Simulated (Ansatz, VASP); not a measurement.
**Si: VASP beside Ansatz**

File POSCAR:

```
Si
1.0
    2.6598509571      0.0000000000      0.0000000000
   -1.3299254786      2.3034984991      0.0000000000
    0.0000000000      0.0000000000      2.5033497058
Si
1
Direct
    0.0000000000      0.0000000000      0.0000000000
```

File INCAR.step1:

```
  PREC = Accurate
  ENCUT = 520
  ISMEAR = 0
  SIGMA = 0.15
  LREAL = F
  LASPH = T
  NELM = 100
  NBANDS = 8
  GGA = PE
  ALGO = Normal
  EDIFF = 1E-4
  LWAVE = T
  LCHARG = F
```

Contents of INCAR.step2:

```
  PREC = Accurate
  ENCUT = 520
  EDIFF = 1E-6
  ISMEAR = 0
  SIGMA = 0.15
  LREAL = F
  LASPH = T
  NELM = 100
  ALGO = Normal
  ISIF = 2
  LWAVE = F
  LCHARG = F
  METAGGA = R2SCAN
  LMIXTAU = T
  NBANDS = 8
  ISTART = 1
```

File KPOINTS:

```
Automatic mesh
0
Gamma
  24 24 20
```

Input for Ansatz:

```yaml
crystal:
  lattice:
    - [2.6598509571, 0.0, 0.0]
    - [-1.3299254786, 2.3034984991, 0.0]
    - [0.0, 0.0, 2.5033497058]
  atoms:
    - { symbol: Si, position: [0.0, 0.0, 0.0] }
basis:
  ecutwfc: 500
kpoints:
  mp_grid: { grid: [24, 24, 20] }
hamiltonian:
  xc: r2scan
scf:
  occupations: { method: gaussian, width: 0.15 }
output:
  forces: true
  stress: true
  eigenvalues: true
```

Change from the starting cell: strain +0.015 along x and y, +0.015 along z, atoms carried along.

Alike in both runs: task single point; functional r2SCAN; k mesh 24 × 24 × 20; occupations gaussian, width 0.15 eV; no spin polarisation.

|  | VASP | Ansatz |
| --- | --- | --- |
| version | VASP 6.6.1 | Ansatz 0.2.0 |
| potentials or method | VASP PAW PBE potentials, release 64 (Si), cutoff 520 eV | scalar-relativistic, plane waves, PAW |
| valence electrons in the cell | 4 | 4 |

VASP gave:

- gap on the k mesh at the Fermi level (eV): none
- pressure (GPa): -2.9
- traceless stress, the component that is largest in VASP (GPa): -0.54

Task: Which values does Ansatz return?

Result: gap on the k mesh at the Fermi level (eV): none; pressure (GPa): -2.9; traceless stress, the component that is largest in VASP (GPa): -0.48.

VASP's potentials were made for PBE, not for r2SCAN. A gap of «none» marks a metal or a gap that the smearing closes.
